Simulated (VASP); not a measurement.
Input of a VASP 6.6.1 run:

The input INCAR:

```
ALGO = Normal
EDIFF = 1E-6
ENCUT = 520
GGA = PE
ISIF = 2
ISMEAR = 0
LASPH = True
LCHARG = False
LREAL = False
LWAVE = False
NBANDS = 36
NELM = 60
PREC = Accurate
SIGMA = 0.1
```

Contents of KPOINTS:

```
k-points
0
Gamma
  4 4 4
```

The input POSCAR:

```
Zn3GeN
1.0
    4.4045886200      0.0000000000      0.0000000000
    0.0000000000      4.4045886200      0.0000000000
    0.0000000000      0.0000000000      4.4045886200
Zn Ge N
3 1 1
Direct
    0.5000000000      0.5000000000      0.0000000000
    0.5000000000      0.0000000000      0.5000000000
    0.0000000000      0.5000000000      0.5000000000
    0.0000000000      0.0000000000      0.0000000000
    0.5000000000      0.5000000000      0.5000000000
```

Potentials or basis: VASP PAW PBE potentials, release 64 (Zn, Ge_d, N).

Run with:

```console
$ cat potpaw_PBE.64/Zn/POTCAR potpaw_PBE.64/Ge_d/POTCAR potpaw_PBE.64/N/POTCAR > POTCAR
$ mpirun -np 1 vasp_std > vasp.out
```

Question: What does it give for the pressure?

Answer: -9.0 GPa.

Question: What does it give for the band gap on the k mesh?

Answer: Zero (an odd number of electrons rules out a gap without spin polarisation).

Caveat: the cell stands under tension.
